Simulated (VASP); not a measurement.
Here is a VASP 6.6.1 calculation.

INCAR

```
PREC = Accurate
ENCUT = 520
EDIFF = 1E-6
ISMEAR = 0
SIGMA = 0.05
LREAL = False
LASPH = True
NELM = 80
ALGO = Normal
ISIF = 2
LWAVE = False
LCHARG = True
GGA = PE
LELF = True
LVHAR = True
NBANDS = 11
```

File KPOINTS:

```
regular mesh
0
Gamma
  10 10 10
```

The input POSCAR:

```
AlN
1.0
    0.0000000000      2.0616626537      2.0616626537
    2.0616626537      0.0000000000      2.0616626537
    2.0616626537      2.0616626537      0.0000000000
Al N
1 1
Direct
    0.5000000000      0.5000000000      0.5000000000
    0.0000000000      0.0000000000      0.0000000000
```

Potentials or basis: VASP PAW PBE potentials, release 64 (Al, N).

The run is started by

```sh
$ cat potpaw_PBE.64/Al/POTCAR potpaw_PBE.64/N/POTCAR > POTCAR
$ mpirun -np 1 vasp_std > vasp.out
```

(1) What does it give for the pressure?

(2) What does it give for the band gap on the k mesh?

## Answers

(1) -9.2 GPa.

(2) 4.05 eV, indirect (least direct gap 4.85 eV).
